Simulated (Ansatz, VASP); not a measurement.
## One calculation of GaP, two programs

File INCAR:

```
SYSTEM = GaP
ALGO = Normal ; EDIFF = 1E-6
EDIFFG = -0.01 ; ENCUT = 600
GGA = PE ; IBRION = 2
ISIF = 3 ; ISMEAR = 0
LASPH = .TRUE. ; LCHARG = .FALSE.
LREAL = .FALSE. ; LWAVE = .FALSE.
NELM = 80 ; NSW = 80
PREC = Accurate ; SIGMA = 0.02
```

File KPOINTS:

```
k-points
0
G
  3 3 3
  0 0 0
```

The input POSCAR:

```
GaP
1.0
    1.9430151755      1.1218003346      6.4308101003
   -1.9430151755      1.1218003346      6.4308101003
    0.0000000000     -2.2436006692      6.4308101003
Ga P
2 2
Direct
    0.4353720000      0.4353720000      0.4353720000
    0.5646280000      0.5646280000      0.5646280000
    0.0573890000      0.0573890000      0.0573890000
    0.9426110000      0.9426110000      0.9426110000
```

Input for Ansatz:

```yaml
crystal:
  lattice:
    - [1.9430151755, 1.1218003346, 6.4308101003]
    - [-1.9430151755, 1.1218003346, 6.4308101003]
    - [0.0, -2.2436006692, 6.4308101003]
  atoms:
    - { symbol: Ga, position: [0.435372, 0.435372, 0.435372] }
    - { symbol: Ga, position: [0.564628, 0.564628, 0.564628] }
    - { symbol: P, position: [0.057389, 0.057389, 0.057389] }
    - { symbol: P, position: [0.942611, 0.942611, 0.942611] }
basis:
  ecutwfc: 420
kpoints:
  mp_grid: { grid: [3, 3, 3] }
hamiltonian:
  xc: pbe
scf:
  occupations: { method: gaussian, width: 0.02 }
output:
  forces: true
  stress: true
  eigenvalues: true
relax:
  adjacent_minimum: "off"
  f_tol: 0.01
  max_steps: 60
  cell: { stress_tol: 0.05 }
```

Alike in both runs: task relaxation of cell and atoms; functional PBE; k mesh 3 × 3 × 3; occupations gaussian, width 0.02 eV; no spin polarisation.

```csv
,VASP,Ansatz
version,VASP 6.6.1,Ansatz 0.2.0
potentials or method,"VASP PAW PBE potentials, release 64 (Ga_d, P), cutoff 600 eV","scalar-relativistic, plane waves, PAW"
valence electrons in the cell,36,36
```

Ansatz gave:

* gap on the k mesh at the Fermi level, each at its own relaxed structure (eV): 0.93
* relaxed volume (Å³/atom): 21.27
* relaxed cell length with the largest relative difference (Å): 6.767

Q: Estimate VASP's values.

A: gap on the k mesh at the Fermi level, each at its own relaxed structure (eV): 0.92; relaxed volume (Å³/atom): 21.27; relaxed cell length with the largest relative difference (Å): 6.766.

The k mesh is coarse, so the values compare programs but aren't converged.
